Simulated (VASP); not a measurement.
# BN (P6_3mc) in VASP: a run that goes wrong, beside a sound one

A flawed run on BN and a sound one for comparison.

Program: VASP 6.6.1. These are calculated values, not measurements. Logs are shortened: lines on timing, memory, paths and dates and some standing lists are left out, and cuts for length are marked.

## 1. The cell of the first run

It takes space group P6_3mc (No. 186, hexagonal). The conventional cell has a = 2.554 Å, b = 2.554 Å, c = 4.227 Å, α = 90.00°, β = 90.00°, γ = 120.00°. N (site symmetry 3m) has 4 B at 1.57 to 1.58 Å within 2.1 Å. Within 2.1 Å of B (site symmetry 3m) lie 4 N at 1.57 to 1.58 Å.

## 2. A run with an altered input

The input, POSCAR:

```
BN
1.0
    2.5539396017      0.0000000000      0.0000000000
   -1.2769698009      2.2117765748      0.0000000000
    0.0000000000      0.0000000000      4.2268550000
N B
2 2
Direct
    0.3333333333      0.6666666667      0.1252760000
    0.6666666667      0.3333333333      0.6252760000
    0.3333333333      0.6666666667      0.4997240000
    0.6666666667      0.3333333333      0.9997240000
```

The input, INCAR.step1:

```
SYSTEM = BN
GGA      = PE             ! functional
ISMEAR   = 0              ! smearing method
SIGMA    = 0.03           ! smearing width, eV
LWAVE    = .FALSE.        ! write WAVECAR
LCHARG   = .TRUE.         ! write CHGCAR
NBANDS   = 28             ! bands
PREC     = Accurate       ! precision mode
LASPH    = .TRUE.         ! aspherical terms in the spheres
LREAL    = .FALSE.        ! projectors in reciprocal space
ALGO     = Normal         ! electronic algorithm
EDIFF    = 1E-6           ! SCF threshold, eV
NELM     = 120            ! most SCF steps
GGA_COMPAT= .FALSE.      
ENCUT    = 460            ! plane-wave cutoff, eV
EFERMI   = MIDGAP       
KPAR     = 2
```

The input, KPOINTS.step1:

```
k-points
0
Gamma
  10 10 5
```

The input, INCAR.step2:

```
SYSTEM = BN
GGA      = PE             ! functional
ISMEAR   = -5             ! smearing method
LWAVE    = .FALSE.        ! write WAVECAR
LCHARG   = .FALSE.        ! write CHGCAR
NBANDS   = 28             ! bands
PREC     = Accurate       ! precision mode
LASPH    = .TRUE.         ! aspherical terms in the spheres
LREAL    = .FALSE.        ! projectors in reciprocal space
ALGO     = Normal         ! electronic algorithm
EDIFF    = 1E-6           ! SCF threshold, eV
NELM     = 72             ! most SCF steps
GGA_COMPAT= .FALSE.      
ENCUT    = 460            ! plane-wave cutoff, eV
EFERMI   = MIDGAP       
NEDOS    = 2001           ! points of the DOS
LORBIT   = 11             ! projections on sites
EMIN     = -6.8721      
EMAX     = 18.1279      
ICHARG   = 11             ! starting density
```

The input, KPOINTS.step2:

```
Automatic mesh
0
Gamma
  1 1 1
  0 0 0
```

Potentials or basis: VASP PAW PBE potentials, release 64 (N, B).

Launch:

```sh
cat potpaw_PBE.64/N/POTCAR potpaw_PBE.64/B/POTCAR > POTCAR
cp INCAR.step1 INCAR
cp KPOINTS.step1 KPOINTS
mpirun -np 2 vasp_std > vasp.out
cp INCAR.step2 INCAR
cp KPOINTS.step2 KPOINTS
mpirun -np 2 vasp_std > vasp.out
```

OUTCAR:

```text
SYSTEM = BN
   GGA = PE
   ISMEAR = -5
   PREC = Accurate
   LASPH = .TRUE.
   LREAL = .FALSE.
   EDIFF = 1E-6
   NELM = 72
   ENCUT = 460
   EFERMI = MIDGAP
   LORBIT = 11
   EMIN = -6.8721
   ICHARG = 11

|       ---->  I REFUSE TO CONTINUE WITH THIS SICK JOB ... BYE!!! <----       |
|                                                                             |
 -----------------------------------------------------------------------------
```

On the terminal:

```text
POSCAR found type information on POSCAR N B
 POSCAR found :  2 types and       4 ions
[... 17 lines left out ...]

1
1
```

OUTCAR.step1:

```text
SYSTEM = BN
   GGA = PE
   ISMEAR = 0
   PREC = Accurate
   LASPH = .TRUE.
[... 259 lines left out ...]
     -0.00000      1.47452      0.52952         0.000000      0.000000     -0.013425
      1.27697      0.73726      2.64295        -0.000000      0.000000     -0.013425
     -0.00000      1.47452      2.11226        -0.000000      0.000000      0.013425
      1.27697      0.73726      4.22569         0.000000     -0.000000      0.013425
 -----------------------------------------------------------------------------------
    total drift:                                0.000000      0.000000      0.000190

  FREE ENERGIE OF THE ION-ELECTRON SYSTEM (eV)
  ---------------------------------------------------
  free  energy   TOTEN  =       -34.8384741740 eV

  energy  without entropy=      -34.8384741740  energy(sigma->0) =      -34.83847417
```

OSZICAR.step1:

```text
N       E                     dE             d eps       ncg     rms          rms(c)
DAV:   1     0.378537745817E+02    0.37854E+02   -0.66474E+03  2352   0.505E+02
DAV:   2    -0.350159489535E+02   -0.72870E+02   -0.68692E+02  2900   0.156E+02
DAV:   3    -0.367466071246E+02   -0.17307E+01   -0.17145E+01  2772   0.203E+01
DAV:   4    -0.367494313159E+02   -0.28242E-02   -0.28240E-02  2720   0.885E-01
DAV:   5    -0.367494335303E+02   -0.22144E-05   -0.22144E-05  2680   0.251E-02    0.942E+00
DAV:   6    -0.349993792051E+02    0.17501E+01   -0.91083E-01  2576   0.753E+00    0.448E+00
DAV:   7    -0.348651762020E+02    0.13420E+00   -0.24176E-01  2740   0.270E+00    0.279E+00
DAV:   8    -0.348387070973E+02    0.26469E-01   -0.32656E-02  2520   0.107E+00    0.242E-01
DAV:   9    -0.348381888881E+02    0.51821E-03   -0.10255E-03  2644   0.257E-01    0.144E-01
DAV:  10    -0.348384627377E+02   -0.27385E-03   -0.24641E-04  2592   0.874E-02    0.191E-02
DAV:  11    -0.348384733690E+02   -0.10631E-04   -0.96930E-06  2776   0.209E-02    0.155E-02
DAV:  12    -0.348384741740E+02   -0.80500E-06   -0.17571E-06  2588   0.862E-03
   1 F= -.34838474E+02 E0= -.34838474E+02  d E =0.000000E+00
```

Wall time 7.3 s (2 MPI ranks of Intel Xeon 6975P-C (Granite Rapids), shared host); peak memory 0.12 GiB.

The input was rejected before any iteration. The fault, put in on purpose: tetrahedra on too few k points (KPAR = left out; k = 1 × 1 × 1).

## 3. Single point, PBE

POSCAR is that of step 2.

INCAR.step1 is that of step 2.

KPOINTS.step1 is that of step 2.

Edit INCAR.step2 of step 2 so:

```diff
@@ -11,3 +11,3 @@
 EDIFF    = 1E-6           ! SCF threshold, eV
-NELM     = 72             ! most SCF steps
+NELM     = 120            ! most SCF steps
 GGA_COMPAT= .FALSE.      
@@ -20 +20,2 @@
 ICHARG   = 11             ! starting density
+KPAR     = 2
```

The input, KPOINTS.step2:

```
Automatic mesh
0
Gamma
  16 16 9
  0 0 0
```

Potentials or basis: VASP PAW PBE potentials, release 64 (N, B).

Launch:

```sh
cat potpaw_PBE.64/N/POTCAR potpaw_PBE.64/B/POTCAR > POTCAR
cp INCAR.step1 INCAR
cp KPOINTS.step1 KPOINTS
mpirun -np 2 vasp_std > vasp.out
cp INCAR.step2 INCAR
cp KPOINTS.step2 KPOINTS
mpirun -np 2 vasp_std > vasp.out
```

It took 12 s on 2 MPI ranks of Intel Xeon 6975P-C (Granite Rapids), shared host; peak memory 0.16 GiB.

Results (log left out):

| Quantity | Value |
| --- | --- |
| Band gap on the k mesh | 5.27 eV (least direct gap 8.23 eV) |
| Valence electrons inside the program's atomic spheres | N 3.96; B 2.02 |

Levels at points of the mesh, in eV from the valence-band top:
```csv
k point,band 6,band 7,band 8,band 9,band 10,band 11
"(0.00, 0.00, 0.00)",-0.28,0.00,0.00,8.33,8.33,8.53
"(0.50, 0.00, 0.00)",-4.93,-4.37,-2.09,6.68,7.93,10.55
```

Caveat: an odd mesh through Γ misses points on the zone boundary, where band edges can lie.
